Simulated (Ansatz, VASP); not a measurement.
**One calculation of CaO, two programs**

```xyz
2
Lattice="0.0000 2.4168 2.4168 2.4168 0.0000 2.4168 2.4168 2.4168 0.0000" Properties=species:S:1:pos:R:3 pbc="T T T"
Ca    2.4168    2.4168    2.4168
O     0.0000    0.0000    0.0000
```

Change from the starting cell: species swapped into the HfCd type (P4/nmm, No. 129).

Alike in both runs: task relaxation of cell and atoms; functional PBE; k mesh 6 × 6 × 6; occupations gaussian, width 0.1 eV; no spin polarisation.

```csv
,VASP,Ansatz
version,VASP 6.6.1,Ansatz 0.2.0
potentials or method,"VASP PAW PBE potentials, release 64 (Ca_sv, O), cutoff 600 eV","scalar-relativistic, plane waves, PAW"
valence electrons in the cell,16,16
```

Ansatz gave:

* gap on the k mesh at the Fermi level, each at its own relaxed structure (eV): 3.66
* relaxed volume (Å³/atom): 14.12
* relaxed cell length with the largest relative difference (Å): 3.418

Problem. What did VASP give for the same quantities?

Solution. gap on the k mesh at the Fermi level, each at its own relaxed structure (eV): 3.64; relaxed volume (Å³/atom): 14.12; relaxed cell length with the largest relative difference (Å): 3.418.

Noted on VASP's run: the relaxation stopped at its first step, so nothing moved.
